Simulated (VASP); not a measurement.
# Rb (R-3m) in VASP: notebook

The runs below take Rb through single point, relaxation of cell and atoms, with PBE.

Program: VASP 6.6.1. These are calculated values, not measurements. Logs are shortened: lines on timing, memory, paths and dates and some standing lists are left out, and cuts for length are marked.

### 1 The cell of the first run

Symmetry: R-3m, No. 166, trigonal system. The conventional cell has a = 4.991 Å, b = 4.991 Å, c = 25.620 Å, α = 90.00°, β = 90.00°, γ = 120.00°.

### 2 Single point, PBE

Input file INCAR:

```
PREC     = Accurate       # precision mode
ENCUT    = 520            # plane-wave cutoff, eV
EDIFF    = 1E-6           # SCF threshold, eV
ISMEAR   = 0              # smearing method
SIGMA    = 0.1            # smearing width, eV
LREAL    = F              # projectors in reciprocal space
LASPH    = T              # aspherical terms in the spheres
NELM     = 80             # most SCF steps
ALGO     = Fast           # electronic algorithm
ISIF     = 2              # what is computed and relaxed
LWAVE    = F              # write WAVECAR
LCHARG   = F              # write CHGCAR
GGA      = PE             # functional
NBANDS   = 16             # bands
```

Input file KPOINTS:

```
regular mesh
0
Gamma
  6 6 6
```

Input file POSCAR:

```
Rb
1.0
    2.4952733083      1.4406467162      8.5401616027
   -2.4952733083      1.4406467162      8.5401616027
    0.0000000000     -2.8812934326      8.5401616026
Rb
2
Direct
    0.0878786796      0.0878786796      0.0878786796
    0.9121213204      0.9121213204      0.9121213204
```

Potentials or basis: VASP PAW PBE potentials, release 64 (Rb_sv).

Started as:

```console
cat potpaw_PBE.64/Rb_sv/POTCAR > POTCAR
mpirun -np 1 vasp_std > vasp.out
```

OUTCAR:

```text
PREC = Accurate
   ENCUT = 520
   EDIFF = 1E-6
   ISMEAR = 0
   LREAL = F
   LASPH = T
   NELM = 80
   ISIF = 2
   GGA = PE

 ion  position               nearest neighbor table
   1  0.088  0.088  0.088-   2 4.50   2 4.96   2 4.96   2 4.96
   2  0.912  0.912  0.912-   1 4.50   1 4.96   1 4.96   1 4.96

  LATTYP: Found a trigonal (rhomboedric) cell.
 ALAT       =     9.0131133380
 COS(alpha) =     0.8467090297

  Lattice vectors:

 A1 = (   2.4952733083,   1.4406467162,   8.5401616027)
 A2 = (  -2.4952733083,   1.4406467162,   8.5401616027)
 A3 = (   0.0000000000,  -2.8812934326,   8.5401616026)

Analysis of symmetry for initial positions (statically):
=====================================================================
 Subroutine PRICEL returns:
 Original cell was already a primitive cell.

 Routine SETGRP: Setting up the symmetry group for a
 trigonal (rhombohedral) supercell.

 Subroutine GETGRP returns: Found 12 space group operations
 (whereof 12 operations were pure point group operations)
 out of a pool of 12 trial point group operations.

The static configuration has the point symmetry D_3d.

Analysis of symmetry for dynamics (positions and initial velocities):
=====================================================================
 Subroutine PRICEL returns:
 Original cell was already a primitive cell.

 Routine SETGRP: Setting up the symmetry group for a
 trigonal (rhombohedral) supercell.

 Subroutine GETGRP returns: Found 12 space group operations
 (whereof 12 operations were pure point group operations)
 out of a pool of 12 trial point group operations.

The dynamic configuration has the point symmetry D_3d.

 Subroutine INISYM returns: Found 12 space group operations
 (whereof 12 operations are pure point group operations),
 and found     1 'primitive' translations

----------------------------------------------------------------------------------------

                                     Primitive cell

  volume of cell :     184.2014

  direct lattice vectors                    reciprocal lattice vectors
     2.495273308  1.440646716  8.540161603     0.200378852  0.115688784  0.039031268
    -2.495273308  1.440646716  8.540161603    -0.200378852  0.115688784  0.039031268
     0.000000000 -2.881293433  8.540161603     0.000000000 -0.231377568  0.039031268

  length of vectors
     9.013113338  9.013113338  9.013113338     0.234646583  0.234646583  0.234646583

  position of ions in fractional coordinates (direct lattice)
     0.087878680  0.087878680  0.087878680
     0.912121320  0.912121320  0.912121320

  ion indices of the primitive-cell ions
   primitive index   ion index
                 1           1
                 2           2

----------------------------------------------------------------------------------------

 KPOINTS: regular mesh

Automatic generation of k-mesh.
 Grid dimensions read from file:
 generate k-points for:    6    6    6

 Generating k-lattice:

  Cartesian coordinates                     Fractional coordinates (reciprocal lattice)
     0.033396475  0.019281464  0.006505211     0.166666667 -0.000000000 -0.000000000
    -0.033396475  0.019281464  0.006505211    -0.000000000  0.166666667 -0.000000000
     0.000000000 -0.038562928  0.006505211     0.000000000  0.000000000  0.166666667

  Length of vectors
     0.039107764  0.039107764  0.039107764

  Shift w.r.t. Gamma in fractional coordinates (k-lattice)
     0.000000000  0.000000000  0.000000000

 Subroutine IBZKPT returns following result:
 ===========================================

 Found     32 irreducible k-points:

 Following reciprocal coordinates:
            Coordinates               Weight
  0.000000  0.000000  0.000000      1.000000
  0.166667 -0.000000 -0.000000      6.000000
  0.333333 -0.000000  0.000000      6.000000
  0.500000  0.000000 -0.000000      3.000000
  0.166667  0.166667 -0.000000      6.000000
  0.333333  0.166667 -0.000000     12.000000
[... 16 lines left out ...]
  0.500000  0.500000  0.166667      6.000000
 -0.333333  0.500000  0.166667     12.000000
 [... further k-points ...]
   k-points           NKPTS =     32   k-points in BZ     NKDIM =     32   number of bands    NBANDS=     16
   number of dos      NEDOS =    301   number of ions     NIONS =      2
   total plane-waves  NPLWV = 343000
   dimension x,y,z NGX =    70 NGY =   70 NGZ =   70
   dimension x,y,z NGXF=   140 NGYF=  140 NGZF=  140
   ions per type =               2
   NGX,Y,Z   is equivalent  to a cutoff of  12.91, 12.91, 12.91 a.u.
   NGXF,Y,Z  is equivalent  to a cutoff of  25.82, 25.82, 25.82 a.u.
 SYSTEM =  unknown system
   PREC   = accura    normal or accurate (medium, high low for compatibility)
   ISTART =      0    job   : 0-new  1-cont  2-samecut
   ICHARG =      2    charge: 1-file 2-atom 10-const
   ISPIN  =      1    spin polarized calculation?
   LNONCOLLINEAR =      F non collinear calculations
   LSORBIT =      F    spin-orbit coupling
   LASPH  =      T    aspherical Exc in radial PAW
   ENCUT  =  520.0 eV  38.22 Ry    6.18 a.u.  16.76 16.76 16.76*2*pi/ulx,y,z
   NELM   =     80;   NELMIN=  2; NELMDL= -5     # of ELM steps
   EDIFF  = 0.1E-05   stopping-criterion for ELM
   LREAL  =      F    real-space projection
   EDIFFG = 0.1E-04   stopping-criterion for IOM
   NSW    =      0    number of steps for IOM
   IBRION =     -1    ionic relax: 0-MD 1-quasi-New 2-CG
   NFREE  =      0    steps in history (QN), initial steepest desc. (CG)
   ISIF   =      2    stress and relaxation
   ISYM   =      2    0-nonsym 1-usesym 2-fastsym
   POTIM  = 0.5000    time-step for ionic-motion
   TEBEG  =    0.0;   TEEND  =   0.0 temperature during run
   PSTRESS=    0.0 pullay stress
   NELECT =      18.0000    total number of electrons
   NUPDOWN=      -1.0000    fix difference up-down
   EMIN   =  10.00;   EMAX   =-10.00  energy-range for DOS
   EFERMI =   0.00;   METHOD = LEGACY
   ISMEAR =     0;   SIGMA  =   0.10  broadening in eV -4-tet -1-fermi 0-gaus
   EFERMI_NEDOS =   21; number of points for ismear=-14 and -15
   IALGO  =     68    algorithm
   IMIX   =      4    mixing-type and parameters
     AMIX     =   0.40;   BMIX     =  1.00
     AMIX_MAG =   1.60;   BMIX_MAG =  1.00
  volume/ion in A,a.u.               =      92.10       621.53
  Fermi-wavevector in a.u.,A,eV,Ry     =   0.754052  1.424952  7.736199  0.568595
  Thomas-Fermi vector in A             =   1.851632
   LORBIT       =      0    0 simple, 1 ext, 2 COOP (PROOUT), +10 PAW based schemes
   GGA     = PE    functional components
   LHFCALC =     F    Hartree Fock is set to
   AEXX    =    0.0000 exact exchange contribution
   IVDW    =     0    specifies the selected vdW correction
   LEPSILON=     F    determine dielectric tensor
   LRPA    =     F    only Hartree local field effects (RPA)
 non-spin polarized calculation
 RMM-DIIS sequential band-by-band and
 Gauss-broadening in eV      SIGMA  =   0.10
  energy-cutoff  :      520.00
  volume of cell :      184.20
 maximum number of plane-waves:      5005
 NGX is ok and might be reduce to    70
   NGX = 33   NGY = 33   NGZ = 33

 number of electron      18.0000000 magnetization

 Free energy of the ion-electron system (eV)
  ---------------------------------------------------
  ext. energy  EPLUGINS =         0.00000000
  ---------------------------------------------------
  free energy    TOTEN  =        -1.81012347 eV

  energy without entropy =       -1.80132879  energy(sigma->0) =       -1.80572613

 E-fermi :  -0.0278     XC(G=0):  -5.4314

 val. band max:       -0.0510436169   @ k =   0.5000   0.3333  -0.0000
 cond. band min:       0.0364536814   @ k =   0.0000   0.0000   0.0000
 fundamental gap:      0.0874972983
 Fermi energy:        -0.0277681780

 k-point     1 :       0.0000    0.0000    0.0000
  band No.  band energies     occupation
      1     -28.9555      2.00000
      2     -28.9500      2.00000
      3     -13.1188      2.00000
      4     -12.9975      2.00000
      5     -12.9975      2.00000
      6     -12.9965      2.00000
[... 8 lines left out ...]
     15       3.6662      0.00000
     16       3.6662      0.00000

 k-point     2 :       0.1667   -0.0000   -0.0000
  band No.  band energies     occupation
      1     -28.9546      2.00000
      2     -28.9494      2.00000
      3     -13.1121      2.00000
      4     -13.0222      2.00000
      5     -13.0134      2.00000
      6     -13.0034      2.00000
[... 8 lines left out ...]
     15       3.7523      0.00000
     16       3.8130      0.00000

 k-point     3 :       0.3333   -0.0000    0.0000
  band No.  band energies     occupation
      1     -28.9527      2.00000
      2     -28.9484      2.00000
      3     -13.0996      2.00000
      4     -13.0664      2.00000
      5     -13.0466      2.00000
      6     -13.0139      2.00000
[... 8 lines left out ...]
     15       3.3148      0.00000
     16       3.8309      0.00000

 k-point     4 :       0.5000    0.0000   -0.0000
  band No.  band energies     occupation
      1     -28.9517      2.00000
      2     -28.9479      2.00000
      3     -13.0958      2.00000
      4     -13.0885      2.00000
      5     -13.0593      2.00000
      6     -13.0190      2.00000
[... 8 lines left out ...]
     15       3.2129      0.00000
     16       3.7977      0.00000
[... 324 lines left out ...]
 k-point    22 :      -0.1667    0.3333    0.1667
  band No.  band energies     occupation
      1     -28.9515      2.00000
      2     -28.9480      2.00000
      3     -13.0929      2.00000
      4     -13.0656      2.00000
      5     -13.0633      2.00000
      6     -13.0327      2.00000
[... 8 lines left out ...]
     15       2.9747      0.00000
     16       3.6477      0.00000

 k-point    23 :       0.5000    0.5000    0.1667
  band No.  band energies     occupation
      1     -28.9515      2.00000
      2     -28.9495      2.00000
      3     -13.0789      2.00000
      4     -13.0615      2.00000
      5     -13.0484      2.00000
      6     -13.0209      2.00000
[... 8 lines left out ...]
     15       3.3872      0.00000
     16       3.5611      0.00000

 k-point    24 :      -0.3333    0.5000    0.1667
  band No.  band energies     occupation
      1     -28.9509      2.00000
      2     -28.9487      2.00000
      3     -13.0843      2.00000
      4     -13.0678      2.00000
      5     -13.0565      2.00000
      6     -13.0355      2.00000
[... 8 lines left out ...]
     15       2.9309      0.00000
     16       3.3179      0.00000

 [... further k-points ...]

------------------------ aborting loop because EDIFF is reached ----------------------------------------

  FORCE on cell =-STRESS in cart. coord.  units (eV):
  Direction    XX          YY          ZZ          XY          YZ          ZX
  --------------------------------------------------------------------------------------
  -------------------------------------------------------------------------------------
  Total        0.0216450      0.0216450      0.1181365     -0.0000000     -0.0000000      0.0000000
  in kB        0.1882676      0.1882676      1.0275471     -0.0000000     -0.0000000      0.0000000
  external PRESSURE =       0.4680274 kB  Pullay stress =       0.0000000 kB

 VOLUME and BASIS-vectors are now :
 -----------------------------------------------------------------------------
  energy-cutoff  :      520.00
  volume of cell :      184.20
      direct lattice vectors                 reciprocal lattice vectors
     2.495273308  1.440646716  8.540161603     0.200378852  0.115688784  0.039031268
    -2.495273308  1.440646716  8.540161603    -0.200378852  0.115688784  0.039031268
     0.000000000 -2.881293433  8.540161603     0.000000000 -0.231377568  0.039031268

 POSITION                                       TOTAL-FORCE (eV/Angst)
 -----------------------------------------------------------------------------------
      0.00000     -0.00000      2.25149         0.000000      0.000000     -0.000379
      0.00000     -0.00000     23.36899         0.000000     -0.000000      0.000379
 -----------------------------------------------------------------------------------
    total drift:                                0.000000     -0.000000      0.000000

  FREE ENERGIE OF THE ION-ELECTRON SYSTEM (eV)
  ---------------------------------------------------
  free  energy   TOTEN  =        -1.8101234701 eV

  energy  without entropy=       -1.8013287942  energy(sigma->0) =       -1.80572613
```

Wall time 5 min (1 thread of Intel Xeon Platinum 8488C (Sapphire Rapids), shared host); peak memory 0.67 GiB.

What came out:

```yaml
Free_energy: -1.8101 eV
Pressure: 0.0 GPa
Band_gap_on_the_k_mesh: zero (bands 9 and 10 overlap by 2.08 eV)
```

Stress tensor (GPa, compression positive):
```
0.02 0.00 0.00
0.00 0.02 0.00
0.00 0.00 0.10
```

Levels at points of the mesh, in eV from the Fermi level:
```
           k point  band 6  band 7  band 8  band 9  band 10  band 11  band 12  band 13
(0.00, 0.00, 0.00)  -12.97  -12.97  -12.96   -1.94     0.06     0.55     3.02     3.64
(0.50, 0.00, 0.00)  -12.99  -12.99  -12.97    0.08     0.50     0.94     1.84     1.90
(0.50, 0.50, 0.00)  -13.00  -12.98  -12.98    0.33     0.54     0.83     1.18     2.34
(0.50, 0.50, 0.50)  -12.98  -12.96  -12.96   -1.40    -1.23     1.88     2.48     3.46
```

### 3 Single point, PBE

This run uses another cell than the first one, of 104.88 Å³/atom.

Input file INCAR:

```
SYSTEM = Rb
ALGO = Fast
EDIFF = 1E-6
ENCUT = 520
GGA = PE
ISIF = 2
ISMEAR = 0
LASPH = .True.
LCHARG = .False.
LREAL = .False.
LWAVE = .False.
NBANDS = 16
NELM = 60
PREC = Accurate
SIGMA = 0.1
```

Input file KPOINTS:

```
k-points
0
Gamma
  6 6 6
  0 0 0
```

Input file POSCAR:

```
Rb
1.0
    2.9351565443      1.6946134208      7.0284195195
   -2.9351565443      1.6946134208      7.0284195195
    0.0000000000     -3.3892268419      7.0284195195
Rb
2
Direct
    0.0577000000      0.0577000000      0.0577000000
    0.9423000000      0.9423000000      0.9423000000
```

Potentials or basis: VASP PAW PBE potentials, release 64 (Rb_sv).

Started as:

```console
cat potpaw_PBE.64/Rb_sv/POTCAR > POTCAR
mpirun -np 1 vasp_std > vasp.out
```

Run time: 3.6 min. Hardware: 1 thread of Intel Xeon Platinum 8488C (Sapphire Rapids), shared host; peak memory 0.47 GiB.

Results (log left out):

```yaml
Free_energy: 0.9053 eV
Pressure: 3.4 GPa
Largest_force: 6.697 eV/Å
Band_gap_on_the_k_mesh: zero (bands 9 and 10 overlap by 1.03 eV)
```

Forces in eV/Å, atoms in the order of the input:
```
Rb   0.000  0.000  6.697
Rb   0.000  0.000 -6.697
```

Stress tensor (GPa, compression positive):
```
-0.89  0.00  0.00
 0.00 -0.89  0.00
 0.00  0.00 11.90
```

Levels at points of the mesh, in eV from the Fermi level:
```csv
k point,band 5,band 6,band 7,band 8,band 9,band 10,band 11,band 12,band 13,band 14
"(0.00, 0.00, 0.00)",-14.46,-13.50,-13.50,-12.00,-1.75,0.86,1.30,2.07,2.07,2.45
"(0.50, 0.00, 0.00)",-14.46,-13.50,-13.50,-12.00,-0.23,0.16,1.18,1.43,2.33,2.43
"(0.50, 0.50, 0.00)",-14.46,-13.51,-13.50,-12.01,0.02,0.33,0.92,1.00,2.00,2.31
"(0.50, 0.50, 0.50)",-14.46,-13.50,-13.50,-12.01,-1.24,-0.63,1.99,1.99,2.25,2.25
```

Caveat: the stress differs along the axes, from -1 to 12 GPa; forces of over 1 eV/Å act on the atoms, so gaps and moduli don't describe the material at rest.

[end of part 1 of 2]

The gap in the log of VASP goes by the Fermi energy; the results here count the filled bands.